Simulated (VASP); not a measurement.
A run of VASP 6.6.1 is set up as follows.

File INCAR:

```
PREC = Accurate ; ENCUT = 520
EDIFF = 1E-6 ; ISMEAR = 0
SIGMA = 0.02 ; LREAL = Auto
LASPH = True ; NELM = 80
ALGO = Normal ; ISIF = 2
LWAVE = False ; LCHARG = False
GGA = PE ; NELECT = 332.0
NBANDS = 189
```

File KPOINTS:

```
Automatic mesh
0
Gamma
  2 2 2
  0.5 0.5 0.5
```

Contents of POSCAR:

```
Zn18O19
1.0
   -0.0000000001     -5.6800656690     -5.2931776513
   -4.9190811645      2.8400328345     -5.2931776513
    4.9190811645      2.8400328344     -5.2931776513
Zn O
18 19
Direct
    0.3546771102      0.0559599505      0.0664942099
    0.0691933218      0.3936307121      0.0529453262
    0.3942441822      0.7186937369      0.3944015911
    0.3988182106      0.3902009745      0.7212866920
    0.0639132248      0.0574149983      0.3847279932
    0.7318379623      0.6794112964      0.0664174859
    0.7329351650      0.3885391553      0.3845177129
    0.0655852817      0.7233758959      0.7210698297
    0.7418060110      0.0667726646      0.6823526679
    0.4483131174      0.4353543579      0.1150390076
    0.1111814348      0.7725231610      0.1150131910
    0.4501977083      0.1087940871      0.4456401501
    0.4539618589      0.7786439662      0.7883318281
    0.1203897699      0.4447004174      0.4451868075
    0.8046702128      0.1285681275      0.1214787972
    0.7842879392      0.7745273678      0.4458946862
    0.1162127116      0.1136592856      0.7713138799
    0.7890902151      0.4408660519      0.7716125047
    0.2521935181      0.9245097934      0.9267503959
    0.9470016906      0.2715603552      0.9231582372
    0.2713797205      0.5956715969      0.2613450055
    0.2730430031      0.2634878581      0.5956836472
    0.9351633677      0.9265684207      0.2661996403
    0.5999586176      0.5769955108      0.9268883781
    0.6025121870      0.2594794538      0.2661309245
    0.9390942206      0.5973730497      0.5956198517
    0.6019068636      0.9263552454      0.5969392878
    0.3278080244      0.3127467102      0.9828497796
    0.9885734727      0.6522916726      0.9826185496
    0.3225711711      0.9806311491      0.3269582109
    0.3275388456      0.6520555493      0.6572608349
    0.9956885077      0.3201003695      0.3149159107
    0.5912717624      0.9157912573      1.0083370216
    0.6561758936      0.6472758616      0.3268357990
    1.0009312817      0.9836955477      0.6420873590
    0.6592030402      0.3260419631      0.6419179849
    0.7167762873      1.0435830200      0.9404572202
```

Potentials or basis: VASP PAW PBE potentials, release 64 (Zn, O).

Command:

```bash
$ cat potpaw_PBE.64/Zn/POTCAR potpaw_PBE.64/O/POTCAR > POTCAR
$ mpirun -np 1 vasp_std > vasp.out
```

(1) Estimate the largest force.

Results:

(1) 0.122 eV/Å.

Caveat: the cell carries a net charge on a neutralising background, which shifts energy and pressure.
